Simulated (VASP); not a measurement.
WS, 2 atoms in the cell. It takes space group Pm-3m (No. 221, cubic). The conventional cell has a = 2.988 Å, b = 2.988 Å, c = 2.988 Å, α = 90.00°, β = 90.00°, γ = 90.00°. Within 3.4 Å of W (site symmetry m-3m) lie 8 S at 2.59 Å and 6 W at 2.99 Å. Within 3.4 Å of S (site symmetry m-3m) lie 8 W at 2.59 Å and 6 S at 2.99 Å. 

```yaml
Program: VASP 6.6.1
Task: single point
Functional: PBE
Potentials_or_basis: VASP PAW PBE potentials, release 64 (W_sv, S)
Cutoff: 520 eV
k_mesh: 9 × 9 × 9
Occupations: fermi-dirac, width 0.05 eV
Spin: no spin polarisation
Dipole_correction: no
Further_INCAR_settings: ALGO = Normal; EDIFF = 1e-07; NBANDS = 17
```

Potentials or basis: VASP PAW PBE potentials, release 64 (W_sv, S).

Command:

```sh
$ cat potpaw_PBE.64/W_sv/POTCAR potpaw_PBE.64/S/POTCAR > POTCAR
$ mpirun -np 1 vasp_std > vasp.out
```

Hardware: 1 thread of Intel(R) Xeon(R) Platinum 8488C (Sapphire Rapids) (shared host).

Q: Estimate the wall time of this run.

A: Wall time 7.4 s on 1 thread of Intel(R) Xeon(R) Platinum 8488C (Sapphire Rapids), with other jobs on the host, peak memory 0.14 GiB. Counts: scf iterations 14, k points 35.
